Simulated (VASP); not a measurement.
Here is a VASP 6.6.1 calculation.

File INCAR:

```
PREC = Accurate
ENCUT = 600
EDIFF = 1E-6
ISMEAR = 0
SIGMA = 0.1
LREAL = F
LASPH = T
NELM = 150
ALGO = Normal
ISIF = 3
LWAVE = F
LCHARG = F
ISPIN = 2
MAGMOM = 0 1 1 1 1
LORBIT = 11
GGA = PE
IBRION = 2
NSW = 90
EDIFFG = -0.04
```

Contents of KPOINTS:

```
Automatic mesh
0
Gamma
  4 4 4
```

File POSCAR:

```
GaO4
1.0
    3.9712903200      0.0000000000      0.0000000000
    0.0000000000      3.9712903200      0.0000000000
    0.0000000000      0.0000000000      3.9712903200
Ga O
1 4
Direct
    0.0000000000      0.0000000000      0.0000000000
    0.5000000000      0.5000000000      0.5000000000
    0.5000000000      0.0000000000      0.0000000000
    0.0000000000      0.5000000000      0.0000000000
    0.0000000000      0.0000000000      0.5000000000
```

Potentials or basis: VASP PAW PBE potentials, release 64 (Ga_d, O).

The run is started by

```console
$ cat potpaw_PBE.64/Ga_d/POTCAR potpaw_PBE.64/O/POTCAR > POTCAR
$ mpirun -np 1 vasp_std > vasp.out
```

Q: Estimate the space group after relaxing (to 0.1 Å).

A: Pm-3m (No. 221).

Q: Predict the relaxed cell.

A: a = 3.901 Å, b = 3.901 Å, c = 3.901 Å, α = 90.00°, β = 90.00°, γ = 90.00°.

The path:
```
step  energy change (eV)  largest force (eV/Å)  pressure (GPa)  volume (Å³)
   1              0.0000                0.0000           -5.19        62.63
   2             -0.0548                0.0000            0.61        59.02
   3             -0.0555                0.0000            0.01        59.35
```

Caveat: the k points lie up to 0.40 Å⁻¹ apart in the final cell, too coarse for converged energies and pressures of a metal.
